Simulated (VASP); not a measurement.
Set up this calculation in VASP 6.6.1, as the native input.

```yaml
Task: single point
Functional: PBEsol
Potentials_or_basis: VASP PAW PBE potentials, release 64 (F, H, Li_sv)
Cutoff: 520 eV
k_mesh: 1 × 1 × 1, shifted
Occupations: fermi-dirac, width 0.05 eV
Spin: no spin polarisation
Dipole_correction: no
Further_INCAR_settings: LREAL = Auto; ALGO = Normal; EDIFF = 1e-06; NBANDS = 144; ISYM = 0
```

The structure of Li16H9F7 lies in POSCAR:

```
Li16H9F7
1.0
    8.0102693364      0.0000000000      0.0000000000
    0.0000000000      8.0102693364      0.0000000000
    0.0000000000      0.0000000000      8.0102693364
F H Li
14 18 32
Direct
    0.2501700000      0.9999200000      0.0002360000
    0.2497880000      0.5009600000      0.9997630000
    0.7501890000      0.9996030000      0.0005600000
    0.0009120000      0.2497960000      0.9996900000
    0.0004000000      0.7497650000      0.9993930000
    0.5016300000      0.2496160000      0.5001290000
    0.4997910000      0.7502570000      0.0000330000
    0.5000560000      0.7496330000      0.4988820000
    0.0005070000      0.9993190000      0.2491540000
    0.0002460000      0.9998270000      0.7509700000
    0.0005380000      0.4994030000      0.7509660000
    0.5004020000      0.9997790000      0.2501910000
    0.2508630000      0.7497670000      0.2495720000
    0.7514610000      0.2498640000      0.7496320000
    0.2495150000      0.0001600000      0.5012320000
    0.2503210000      0.4989040000      0.5000320000
    0.7514960000      0.9991840000      0.4997890000
    0.7488410000      0.5002080000      0.0012730000
    0.7513040000      0.5002050000      0.4989770000
    0.0014260000      0.2499430000      0.4985760000
    0.9997310000      0.7487880000      0.5001060000
    0.5003880000      0.2521250000      0.9998200000
    0.9992690000      0.4988770000      0.2524900000
    0.5000640000      0.0004660000      0.7489540000
    0.5020500000      0.4981270000      0.2508060000
    0.5009560000      0.4998330000      0.7489550000
    0.2504550000      0.2516640000      0.2513540000
    0.2520590000      0.2498740000      0.7481820000
    0.2517100000      0.7502600000      0.7468670000
    0.7507100000      0.2512970000      0.2513950000
    0.7506790000      0.7473250000      0.2514630000
    0.7494010000      0.7487550000      0.7479750000
    0.0004750000      0.0000060000      0.9998330000
    0.0007230000      0.0000860000      0.5002920000
    0.0007690000      0.4998590000      0.9993180000
    0.0003400000      0.4994180000      0.5010090000
    0.4996550000      0.9994920000      0.0007730000
    0.5008850000      0.9994050000      0.4987410000
    0.4990640000      0.5011450000      0.0000040000
    0.5010230000      0.4999360000      0.4996390000
    0.2502040000      0.2507560000      0.0002220000
    0.2526610000      0.2506580000      0.4996190000
    0.2508740000      0.7499240000      0.0007370000
    0.2523810000      0.7488830000      0.4984660000
    0.7505370000      0.2495540000      0.9989180000
    0.7490840000      0.2501600000      0.5006560000
    0.7493210000      0.7500230000      0.0002190000
    0.7487180000      0.7486020000      0.4995480000
    0.2495990000      0.9991320000      0.2494270000
    0.2487210000      0.0003780000      0.7502730000
    0.2498890000      0.5002470000      0.2495630000
    0.2490000000      0.4994790000      0.7505130000
    0.7513380000      0.9995120000      0.2497180000
    0.7525260000      0.0010760000      0.7505840000
    0.7506690000      0.4993790000      0.2507330000
    0.7518730000      0.4986320000      0.7495570000
    0.9993130000      0.2487310000      0.2501950000
    0.9995080000      0.2501470000      0.7499970000
    0.0010020000      0.7504160000      0.2496100000
    0.0000360000      0.7495250000      0.7501100000
    0.5013810000      0.2494900000      0.2524980000
    0.5019790000      0.2500960000      0.7472190000
    0.5001260000      0.7503430000      0.2505420000
    0.5006330000      0.7495820000      0.7477060000
```

The input as run:

INCAR

```
SYSTEM = Li16H9F7
ALGO     = Normal         ! electronic algorithm
EDIFF    = 1E-6           ! SCF threshold, eV
ENCUT    = 520            ! plane-wave cutoff, eV
GGA      = PS             ! functional
ISIF     = 2              ! what is computed and relaxed
ISMEAR   = -1             ! smearing method
ISYM     = 0            
LASPH    = .TRUE.         ! aspherical terms in the spheres
LCHARG   = .FALSE.        ! write CHGCAR
LREAL    = Auto         
LWAVE    = .FALSE.        ! write WAVECAR
NBANDS   = 144            ! bands
NELM     = 80             ! most SCF steps
PREC     = Accurate       ! precision mode
SIGMA    = 0.05           ! smearing width, eV
```

KPOINTS

```
Automatic mesh
0
Gamma
  1 1 1
  0.25 0.25 0.25
```

Potentials or basis: VASP PAW PBE potentials, release 64 (F, H, Li_sv).

Run with:

```bash
$ cat potpaw_PBE.64/F/POTCAR potpaw_PBE.64/H/POTCAR potpaw_PBE.64/Li_sv/POTCAR > POTCAR
$ mpirun -np 1 vasp_std > vasp.out
```

It gave:

The largest force is 0.021 eV/Å and the band gap on the k mesh is 5.14 eV (least direct gap 5.17 eV).

Caveat: the PAW data sets were made with another functional, which shifts forces and pressure a little; a shifted mesh leaves out Γ, where band edges can lie.

Wall time 9 min on 1 thread of Intel(R) Xeon(R) Platinum 8259CL CPU @ 2.50GHz (Skylake/Cascade Lake), with other jobs on the host, peak memory 0.57 GiB.
